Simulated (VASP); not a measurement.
Runs of VASP 6.6.1 on Sb. The structure is that of space group Pm-3m (No. 221), or close to it. The cells are those of the table. 

```csv
cell,gap on the mesh (eV),pressure (GPa)
"a = 3.171 Å, 1 atom",none,(a)
"a = 3.013 Å, 1 atom",none,6.5
"a = 3.046 Å, 1 atom",none,4.0
"a = 3.078 Å, 1 atom",none,(c)
"a = 3.110 Å, 1 atom",none,0.0
"a = 3.140 Å, 1 atom",none,-1.6
"a = 2.980 Å, 1 atom",none,(b)
"a = 3.210 Å, 1 atom",none,-4.2
```

Alike in all rows: task single point; level PBE; potentials or basis VASP PAW PBE potentials, release 64 (Sb); no spin polarisation; k mesh 18 × 18 × 18; cutoff (eV) 520; smearing gaussian 0.1 eV.

Question: Estimate the missing entries.

Answer: (a) -2.8; (b) 9.5; (c) 1.8.

Caveats: spin-orbit coupling is left out, which moves the levels of the heavy elements.

A k mesh can miss the band edges, and the runs leave out spin-orbit coupling on Sb.

A gap of «none» marks levels without a gap at the run's occupations.
